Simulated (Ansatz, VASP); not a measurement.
## One calculation of Ge, two programs

File INCAR:

```
ALGO     = Normal         # electronic algorithm
EDIFF    = 1E-7           # SCF threshold, eV
ENCUT    = 520            # plane-wave cutoff, eV
GGA      = PS             # functional
ISIF     = 2              # what is computed and relaxed
ISMEAR   = -1             # smearing method
LASPH    = True           # aspherical terms in the spheres
LCHARG   = False          # write CHGCAR
LREAL    = False          # projectors in reciprocal space
LWAVE    = False          # write WAVECAR
NBANDS   = 21             # bands
NELM     = 60             # most SCF steps
PREC     = Accurate       # precision mode
SIGMA    = 0.1            # smearing width, eV
```

KPOINTS

```
k-points
0
Gamma
  11 11 11
```

File POSCAR:

```
Ge
1.0
   -2.5744900000      2.5744900000      1.3974130000
    2.5744900000     -2.5744900000      1.3974130000
    2.5744900000      2.5744900000     -1.3974130000
Ge
2
Direct
    0.2500000000      0.7500000000      0.5000000000
    0.5000000000      0.5000000000      0.0000000000
```

Input for Ansatz:

```yaml
crystal:
  lattice:
    - [-2.57449, 2.57449, 1.397413]
    - [2.57449, -2.57449, 1.397413]
    - [2.57449, 2.57449, -1.397413]
  atoms:
    - { symbol: Ge, position: [0.25, 0.75, 0.5] }
    - { symbol: Ge, position: [0.5, 0.5, 0.0] }
basis:
  ecutwfc: 525.0
kpoints:
  mp_grid:
    grid: [11, 11, 11]
hamiltonian:
  xc: pbesol
scf:
  occupations:
    method: fermi_dirac
output:
  stress: true
```

Alike in both runs: task single point; functional PBEsol; k mesh 11 × 11 × 11; no spin polarisation.

|  | VASP | Ansatz |
| --- | --- | --- |
| version | VASP 6.6.1 | Ansatz 0.2.0 |
| potentials or method | VASP PAW PBE potentials, release 64 (Ge_d), cutoff 520 eV | plane waves, PAW |
| occupations | fermi-dirac, width 0.1 eV | fermi-dirac |
| valence electrons in the cell | 28 | 28 |

|  | VASP | Ansatz | Ansatz less VASP |
| --- | --- | --- | --- |
| pressure (GPa) | -0.6 | -0.6 | -0.02 |
| traceless stress, the component that is largest in VASP (GPa) | -0.23 | -0.25 | -0.017 |

VASP's potentials were made for PBE, not for PBEsol.
